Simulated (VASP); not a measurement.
# Zn7S8 (a cell with a defect) in VASP: relaxation of the atoms with r2SCAN

Aim: the relaxation of the atoms of Zn7S8 (a cell with a defect) with r2SCAN.

All numbers are computed with VASP 6.6.1; they aren't measurements. Logs are shortened: lines on timing, memory, paths and dates and some standing lists are left out, and cuts for length are marked.

## (1) The cell of the first run

The cell holds a defect, 15 atoms: a = 7.620 Å, b = 7.620 Å, c = 7.620 Å, α = 60.00°, β = 60.00°, γ = 60.00°.

## (2) Relaxation of the atoms, r2SCAN (atoms taken out)

The input, POSCAR:

```
Zn7S8
1.0
    0.0000000000      5.3884039933     -5.3884039933
    5.3884039933      5.3884039933      0.0000000000
    5.3884039933      0.0000000000     -5.3884039933
Zn S
7 8
Direct
    0.0000000000     -0.5000000000      0.5000000000
    0.5000000000      0.0000000000      0.5000000000
    0.5000000000      0.5000000000      0.5000000000
    0.0000000000      0.0000000000      1.0000000000
    0.0000000000      0.5000000000      1.0000000000
    0.5000000000      0.0000000000      1.0000000000
    0.5000000000      0.5000000000      1.0000000000
    0.1250000000      0.1250000000      0.1250000000
    0.1250000000      0.6250000000      0.1250000000
    0.6250000000      0.1250000000      0.1250000000
    0.6250000000      0.6250000000      0.1250000000
    0.1250000000      0.1250000000      0.6250000000
    0.1250000000      0.6250000000      0.6250000000
    0.6250000000      0.1250000000      0.6250000000
    0.6250000000      0.6250000000      0.6250000000
```

The input, INCAR.step1:

```
  ALGO = Normal
  EDIFF = 1E-4
  ENCUT = 520
  GGA = PE
  ISMEAR = 0
  LASPH = T
  LCHARG = F
  LREAL = Auto
  LWAVE = T
  NELECT = 134.0
  NELM = 60
  PREC = Accurate
  SIGMA = 0.02
```

The input, INCAR.step2:

```
  ALGO = Normal
  EDIFF = 1E-7
  EDIFFG = -0.02
  ENCUT = 520
  IBRION = 2
  ISIF = 2
  ISMEAR = 0
  ISTART = 1
  LASPH = T
  LCHARG = F
  LMIXTAU = T
  LREAL = Auto
  LWAVE = F
  METAGGA = R2SCAN
  NELECT = 134.0
  NELM = 60
  NSW = 80
  PREC = Accurate
  SIGMA = 0.02
```

The input, KPOINTS:

```
k-points
0
Gamma
  2 2 2
```

Potentials or basis: VASP PAW PBE potentials, release 64 (Zn, S).

Launch:

```sh
$ cat potpaw_PBE.64/Zn/POTCAR potpaw_PBE.64/S/POTCAR > POTCAR
$ cp INCAR.step1 INCAR
$ mpirun -np 1 vasp_std > vasp.out
$ cp INCAR.step2 INCAR
$ mpirun -np 1 vasp_std > vasp.out
```

OUTCAR:

```text
EDIFF = 1E-7
   EDIFFG = -0.02
   ENCUT = 520
   IBRION = 2
   ISIF = 2
   ISMEAR = 0
   ISTART = 1
   LASPH = T
   LREAL = Auto
   METAGGA = R2SCAN
   NELECT = 134.0
   NELM = 60
   NSW = 80
   PREC = Accurate

 ion  position               nearest neighbor table
   1  0.000  0.500  0.500-   9 2.33  13 2.33  15 2.33  12 2.33
   2  0.500  0.000  0.500-  10 2.33  12 2.33  14 2.33  15 2.33
   3  0.500  0.500  0.500-  11 2.33  13 2.33  15 2.33  14 2.33
   4  0.000  0.000  0.000-   8 2.33  10 2.33  12 2.33   9 2.33
   5  0.000  0.500  0.000-   9 2.33  11 2.33  13 2.33   8 2.33
   6  0.500  0.000  0.000-   8 2.33  10 2.33  14 2.33  11 2.33
   7  0.500  0.500  0.000-   9 2.33  11 2.33  15 2.33  10 2.33
   8  0.125  0.125  0.125-   4 2.33   6 2.33   5 2.33
   9  0.125  0.625  0.125-   1 2.33   5 2.33   7 2.33   4 2.33
  10  0.625  0.125  0.125-   2 2.33   4 2.33   6 2.33   7 2.33
  11  0.625  0.625  0.125-   3 2.33   5 2.33   7 2.33   6 2.33
  12  0.125  0.125  0.625-   2 2.33   4 2.33   1 2.33
  13  0.125  0.625  0.625-   1 2.33   3 2.33   5 2.33
  14  0.625  0.125  0.625-   2 2.33   6 2.33   3 2.33
  15  0.625  0.625  0.625-   1 2.33   3 2.33   7 2.33   2 2.33

  LATTYP: Found a face centered cubic cell.
 ALAT       =    10.7768079866

  Lattice vectors:

 A1 = (   0.0000000000,   5.3884039933,  -5.3884039933)
 A2 = (   5.3884039933,   5.3884039933,   0.0000000000)
 A3 = (   5.3884039933,   0.0000000000,  -5.3884039933)

Analysis of symmetry for initial positions (statically):
=====================================================================
 Subroutine PRICEL returns:
 Original cell was already a primitive cell.

 Routine SETGRP: Setting up the symmetry group for a
 face centered cubic supercell.

 Subroutine GETGRP returns: Found 24 space group operations
 (whereof  4 operations were pure point group operations)
 out of a pool of 48 trial point group operations.

The static configuration has the point symmetry C_2v.
 The point group associated with its full space group is T_d .

Analysis of symmetry for dynamics (positions and initial velocities):
=====================================================================
 Subroutine PRICEL returns:
 Original cell was already a primitive cell.

 Routine SETGRP: Setting up the symmetry group for a
 face centered cubic supercell.

 Subroutine GETGRP returns: Found 24 space group operations
 (whereof  4 operations were pure point group operations)
 out of a pool of 48 trial point group operations.

The dynamic configuration has the point symmetry C_2v.
 The point group associated with its full space group is T_d .

 Subroutine INISYM returns: Found 24 space group operations
 (whereof  4 operations are pure point group operations),
 and found     1 'primitive' translations

----------------------------------------------------------------------------------------

                                     Primitive cell

  volume of cell :     312.9035

  direct lattice vectors                    reciprocal lattice vectors
     0.000000000  5.388403993 -5.388403993    -0.092791855  0.092791855 -0.092791855
     5.388403993  5.388403993  0.000000000     0.092791855  0.092791855  0.092791855
     5.388403993  0.000000000 -5.388403993     0.092791855 -0.092791855 -0.092791855

  length of vectors
     7.620354007  7.620354007  7.620354007     0.160720207  0.160720207  0.160720207

  position of ions in fractional coordinates (direct lattice)
     0.000000000  0.500000000  0.500000000
     0.500000000  0.000000000  0.500000000
     0.500000000  0.500000000  0.500000000
     0.000000000  0.000000000  0.000000000
     0.000000000  0.500000000  0.000000000
     0.500000000  0.000000000  0.000000000
     0.500000000  0.500000000  0.000000000
     0.125000000  0.125000000  0.125000000
     0.125000000  0.625000000  0.125000000
     0.625000000  0.125000000  0.125000000
     0.625000000  0.625000000  0.125000000
     0.125000000  0.125000000  0.625000000
     0.125000000  0.625000000  0.625000000
     0.625000000  0.125000000  0.625000000
     0.625000000  0.625000000  0.625000000

  ion indices of the primitive-cell ions
   primitive index   ion index
                 1           1
                 2           2
                 3           3
                 4           4
                 5           5
                 6           6
                 7           7
                 8           8
                 9           9
                10          10
                11          11
                12          12
                13          13
                14          14
                15          15

----------------------------------------------------------------------------------------

 KPOINTS: k-points

Automatic generation of k-mesh.
 Grid dimensions read from file:
 generate k-points for:    2    2    2

 Generating k-lattice:

  Cartesian coordinates                     Fractional coordinates (reciprocal lattice)
    -0.046395927  0.046395927 -0.046395927     0.500000000  0.000000000  0.000000000
     0.046395927  0.046395927  0.046395927     0.000000000  0.500000000  0.000000000
     0.046395927 -0.046395927 -0.046395927     0.000000000  0.000000000  0.500000000

  Length of vectors
     0.080360103  0.080360103  0.080360103

  Shift w.r.t. Gamma in fractional coordinates (k-lattice)
     0.000000000  0.000000000  0.000000000

 Subroutine IBZKPT returns following result:
 ===========================================

 Found      3 irreducible k-points:

 Following reciprocal coordinates:
            Coordinates               Weight
  0.000000  0.000000  0.000000      1.000000
  0.500000  0.000000  0.000000      4.000000
  0.500000  0.500000  0.000000      3.000000
   k-points           NKPTS =      3   k-points in BZ     NKDIM =      3   number of bands    NBANDS=     80
   number of dos      NEDOS =    301   number of ions     NIONS =     15
   total plane-waves  NPLWV = 216000
   dimension x,y,z NGX =    60 NGY =   60 NGZ =   60
   dimension x,y,z NGXF=   120 NGYF=  120 NGZF=  120
   ions per type =               7   8
   NGX,Y,Z   is equivalent  to a cutoff of  13.09, 13.09, 13.09 a.u.
   NGXF,Y,Z  is equivalent  to a cutoff of  26.18, 26.18, 26.18 a.u.
 SYSTEM =  unknown system
   PREC   = accura    normal or accurate (medium, high low for compatibility)
   ISTART =      1    job   : 0-new  1-cont  2-samecut
   ICHARG =      0    charge: 1-file 2-atom 10-const
   ISPIN  =      1    spin polarized calculation?
   LNONCOLLINEAR =      F non collinear calculations
   LSORBIT =      F    spin-orbit coupling
   LASPH  =      T    aspherical Exc in radial PAW
   ENCUT  =  520.0 eV  38.22 Ry    6.18 a.u.  14.17 14.17 14.17*2*pi/ulx,y,z
   NELM   =     60;   NELMIN=  2; NELMDL=  0     # of ELM steps
   EDIFF  = 0.1E-06   stopping-criterion for ELM
   LREAL  =      T    real-space projection
   EDIFFG = -.2E-01   stopping-criterion for IOM
   NSW    =     80    number of steps for IOM
   IBRION =      2    ionic relax: 0-MD 1-quasi-New 2-CG
   NFREE  =      1    steps in history (QN), initial steepest desc. (CG)
   ISIF   =      2    stress and relaxation
   ISYM   =      2    0-nonsym 1-usesym 2-fastsym
   POTIM  = 0.5000    time-step for ionic-motion
   TEBEG  =    0.0;   TEEND  =   0.0 temperature during run
   PSTRESS=    0.0 pullay stress
   NELECT =     134.0000    total number of electrons
   NUPDOWN=      -1.0000    fix difference up-down
   EMIN   =  10.00;   EMAX   =-10.00  energy-range for DOS
   EFERMI =   0.00;   METHOD = LEGACY
   ISMEAR =     0;   SIGMA  =   0.02  broadening in eV -4-tet -1-fermi 0-gaus
   EFERMI_NEDOS =   21; number of points for ismear=-14 and -15
   IALGO  =     38    algorithm
   IMIX   =      4    mixing-type and parameters
     AMIX     =   0.40;   BMIX     =  1.00
     AMIX_MAG =   1.60;   BMIX_MAG =  1.00
  volume/ion in A,a.u.               =      20.86       140.77
  Fermi-wavevector in a.u.,A,eV,Ry     =   1.233975  2.331874 20.717506  1.522694
  Thomas-Fermi vector in A             =   2.368684
   LORBIT       =      0    0 simple, 1 ext, 2 COOP (PROOUT), +10 PAW based schemes
   METAGGA = R2SCAN    functional components
   LHFCALC =     F    Hartree Fock is set to
   AEXX    =    0.0000 exact exchange contribution
   IVDW    =     0    specifies the selected vdW correction
   LEPSILON=     F    determine dielectric tensor
   LRPA    =     F    only Hartree local field effects (RPA)
 conjugate gradient relaxation of ions
 non-spin polarized calculation
 Gauss-broadening in eV      SIGMA  =   0.02
  energy-cutoff  :      520.00
  volume of cell :      312.90
 maximum number of plane-waves:      8424
 NGX is ok and might be reduce to    60
   NGX = 29   NGY = 29   NGZ = 29

--------------------------------------- Ionic step        1  -------------------------------------------

 number of electron     134.0000118 magnetization

 Free energy of the ion-electron system (eV)
  ---------------------------------------------------
  ext. energy  EPLUGINS =         0.00000000
  ---------------------------------------------------
  free energy    TOTEN  =      -133.73412704 eV

  energy without entropy =     -133.73412704  energy(sigma->0) =     -133.73412704

------------------------ aborting loop because EDIFF is reached ----------------------------------------

  FORCE on cell =-STRESS in cart. coord.  units (eV):
  Direction    XX          YY          ZZ          XY          YZ          ZX
  --------------------------------------------------------------------------------------
  -------------------------------------------------------------------------------------
  Total       14.2422702     14.2422702     14.2422702     -0.0000000     -0.0000000      0.0000000
  in kB       72.9254907     72.9254907     72.9254907     -0.0000000     -0.0000000      0.0000000
  external PRESSURE =      72.9254907 kB  Pullay stress =       0.0000000 kB
[... 377 lines left out ...]
  energy  without entropy=     -134.1704982456  energy(sigma->0) =     -134.17049825

--------------------------------------- Ionic step        9  -------------------------------------------

 number of electron     133.9999981 magnetization

 Free energy of the ion-electron system (eV)
  ---------------------------------------------------
  ext. energy  EPLUGINS =         0.00000000
  ---------------------------------------------------
  free energy    TOTEN  =      -134.17093623 eV

  energy without entropy =     -134.17093623  energy(sigma->0) =     -134.17093623

 E-fermi :   1.9887     XC(G=0): -10.1074

 val. band max:        1.8630135360   @ k =   0.0000   0.0000   0.0000
 cond. band min:       4.3328060349   @ k =   0.0000   0.0000   0.0000
 fundamental gap:      2.4697924988
 Fermi energy:         1.9886773038

 k-point     1 :       0.0000    0.0000    0.0000
  band No.  band energies     occupation
      1     -12.0274      2.00000
      2     -11.1457      2.00000
      3     -11.1457      2.00000
      4     -11.1457      2.00000
      5     -10.8199      2.00000
      6     -10.4682      2.00000
[... 235 lines left out ...]
     78       8.1548      0.00000
     79       8.4409      0.00000
 [bands above 79 left out]

------------------------ aborting loop because EDIFF is reached ----------------------------------------

  FORCE on cell =-STRESS in cart. coord.  units (eV):
  Direction    XX          YY          ZZ          XY          YZ          ZX
  --------------------------------------------------------------------------------------
  -------------------------------------------------------------------------------------
  Total       13.1767342     13.1767342     13.1767342      0.0000000      0.0000000      0.0000000
  in kB       67.4695674     67.4695674     67.4695674      0.0000000      0.0000000      0.0000000
  external PRESSURE =      67.4695674 kB  Pullay stress =       0.0000000 kB
[... 30 lines left out ...]
  FREE ENERGIE OF THE ION-ELECTRON SYSTEM (eV)
  ---------------------------------------------------
  free  energy   TOTEN  =      -134.1709362267 eV

  energy  without entropy=     -134.1709362267  energy(sigma->0) =     -134.17093623

 reached required accuracy - stopping structural energy minimisation
```

Wall time 79 min (1 thread of Oxide Virtual Turin-like, shared host); peak memory 0.58 GiB.

Results:

| Item | Value |
| --- | --- |
| Free energy | -134.1709 eV |
| Energy gained by relaxing | 29.1 meV/atom |
| Ionic steps | 9 |
| Largest force after relaxing | 0.009 eV/Å |

Forces on the atoms (eV/Å):
```
Zn   0.000  0.000  0.001
Zn  -0.001  0.000  0.000
Zn   0.000  0.001  0.000
Zn   0.000 -0.001  0.000
Zn   0.001  0.000  0.000
Zn   0.000  0.000 -0.001
Zn   0.000  0.000  0.000
S   -0.002  0.002  0.002
S   -0.005  0.005 -0.005
S    0.005  0.005  0.005
S   -0.005 -0.005  0.005
S    0.002  0.002 -0.002
S   -0.002 -0.002 -0.002
S    0.002 -0.002  0.002
S    0.005 -0.005 -0.005
```

Step by step:
```csv
step,energy change (eV),largest force (eV/Å),pressure (GPa)
1,0.0000,1.0480,7.29
2,-0.2635,0.5839,7.26
3,-0.3974,0.3518,7.40
4,-0.4018,0.3684,7.43
5,-0.4298,0.1733,7.06
6,-0.4357,0.0714,6.69
7,-0.4364,0.0483,6.77
8,-0.4364,0.0519,6.76
9,-0.4368,0.0088,6.75
```

Final structure:
```
Zn S
1.0
     0.00000    5.38840   -5.38840
     5.38840    5.38840    0.00000
     5.38840    0.00000   -5.38840
Zn S
7 8
Cartesian
  5.3884 2.6942 -2.8227
  2.8227 2.6942 -5.3884
  5.3884 5.2599 -5.3884
  5.3884 0.1285 -5.3884
  7.9541 2.6942 -5.3884
  5.3884 2.6942 -7.9541
  2.6942 5.3884 -2.6942
  1.3921 1.3021 -1.3921
  4.0489 4.0337 -1.3395
  1.3395 4.0337 -4.0489
  4.0489 6.7431 -4.0489
  3.9963 1.3021 -3.9963
  6.7805 4.0863 -3.9963
  3.9963 4.0863 -6.7805
  6.7279 6.7431 -6.7279
```

Levels at points of the mesh, in eV from the Fermi level:
```
           k point  band 65  band 66  band 67  band 68  band 69  band 70
(0.00, 0.00, 0.00)    -0.13    -0.13    -0.13     2.34     3.13     3.13
(0.50, 0.00, 0.00)    -0.94    -0.36    -0.36     3.50     3.72     4.10
(0.50, 0.50, 0.00)    -1.20    -0.61    -0.61     4.42     4.53     4.55
```

Caveat: the k points lie up to 0.50 Å⁻¹ apart; the cell carries a net charge on a neutralising background, which shifts energy and pressure; the cell differs from its parent crystal (atoms taken out); the cell is charged against a uniform background, so pressure and absolute levels hang on convention; the PAW data sets were made with another functional, which shifts forces and pressure a little.
